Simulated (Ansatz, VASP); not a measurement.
# One calculation of Si2C, two programs

File INCAR:

```
SYSTEM = Si2C
  PREC = Accurate
  ENCUT = 600
  EDIFF = 1E-6
  ISMEAR = 0
  SIGMA = 0.1
  LREAL = .FALSE.
  LASPH = .TRUE.
  NELM = 100
  ALGO = Normal
  ISIF = 3
  LWAVE = .FALSE.
  LCHARG = .FALSE.
  GGA = PE
  IBRION = 2
  NSW = 100
  EDIFFG = -0.01
```

The input KPOINTS:

```
regular mesh
0
G
  12 12 14
  0 0 0
```

Contents of POSCAR:

```
Si2C
1.0
    5.2749919004      0.0000000000      0.0000000000
   -2.6374959502      4.5682769905      0.0000000000
    0.0000000000      0.0000000000      2.7312647635
Si C
4 2
Direct
    0.0000000000      0.0000000000      0.0000000000
    0.4140657113      0.0000000000      0.5000000000
    0.0000000000      0.4140657113      0.5000000000
    0.5859342887      0.5859342887      0.5000000000
    0.6666666667      0.3333333333      0.0000000000
    0.3333333333      0.6666666667      0.0000000000
```

Input for Ansatz:

```yaml
crystal:
  lattice:
    - [5.2749919004, 0.0, 0.0]
    - [-2.6374959502, 4.5682769905, 0.0]
    - [0.0, 0.0, 2.7312647635]
  atoms:
    - { symbol: Si, position: [0.0, 0.0, 0.0] }
    - { symbol: Si, position: [0.4140657113, 0.0, 0.5] }
    - { symbol: Si, position: [0.0, 0.4140657113, 0.5] }
    - { symbol: Si, position: [0.5859342887, 0.5859342887, 0.5] }
    - { symbol: C, position: [0.6666666667, 0.3333333333, 0.0] }
    - { symbol: C, position: [0.3333333333, 0.6666666667, 0.0] }
basis:
  ecutwfc: 420
kpoints:
  mp_grid: { grid: [12, 12, 14] }
hamiltonian:
  xc: pbe
scf:
  occupations: { method: gaussian, width: 0.1 }
output:
  forces: true
  stress: true
  eigenvalues: true
relax:
  adjacent_minimum: "off"
  f_tol: 0.01
  max_steps: 80
  cell: { stress_tol: 0.05 }
```

Alike in both runs: task relaxation of cell and atoms; functional PBE; k mesh 12 × 12 × 14; occupations gaussian, width 0.1 eV; no spin polarisation.

|  | VASP | Ansatz |
| --- | --- | --- |
| version | VASP 6.6.1 | Ansatz 0.2.0 |
| potentials or method | VASP PAW PBE potentials, release 64 (Si, C), cutoff 600 eV | scalar-relativistic, plane waves, PAW |
| valence electrons in the cell | 24 | 24 |

```tsv
	VASP	Ansatz	Ansatz less VASP
gap on the k mesh at the Fermi level, each at its own relaxed structure (eV)	none	none	-
relaxed volume (Å³/atom)	10.96	10.96	+0.008
relaxed length of the cell vector where the two differ most in proportion (Å)	5.270	5.272	+0.0017
```

A gap of «none» marks a metal or a gap that the smearing closes.
